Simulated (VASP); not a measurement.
Here is a VASP 6.6.1 calculation.

INCAR

```
PREC = Accurate ; ENCUT = 600
EDIFF = 1E-7 ; ISMEAR = 0
SIGMA = 0.1 ; LREAL = False
LASPH = True ; NELM = 80
ALGO = Normal ; ISIF = 3
LWAVE = False ; LCHARG = False
GGA = PE ; IBRION = 2
NSW = 90 ; EDIFFG = -0.04
```

File KPOINTS:

```
Automatic mesh
0
Gamma
  6 6 6
```

The input POSCAR:

```
Cu2H3
1.0
    3.7137180868      0.0000000000      0.0000000000
    0.0000000000      3.7137180868      0.0000000000
    0.0000000000      0.0000000000      3.1553882182
Cu H
2 3
Direct
    0.0000000000      0.5000000000      0.5000000000
    0.5000000000      0.0000000000      0.5000000000
    0.0000000000      0.5000000000      0.0000000000
    0.5000000000      0.0000000000      0.0000000000
    0.5000000000      0.5000000000      0.5000000000
```

Potentials or basis: VASP PAW PBE potentials, release 64 (Cu, H).

The run is started by

```bash
$ cat potpaw_PBE.64/Cu/POTCAR potpaw_PBE.64/H/POTCAR > POTCAR
$ mpirun -np 1 vasp_std > vasp.out
```

(1) Estimate the band gap on the k mesh.

(2) Predict the space group after relaxing (to 0.1 Å).

(3) Predict the relaxed cell.

(4) What does it give for the relaxed volume?

## Answers

(1) zero (an odd number of electrons rules out a gap without spin polarisation).

(2) P4/mmm (No. 123).

(3) a = 3.657 Å, b = 3.657 Å, c = 3.223 Å, α = 90.00°, β = 90.00°, γ = 90.00°.

(4) 8.62 Å³/atom.
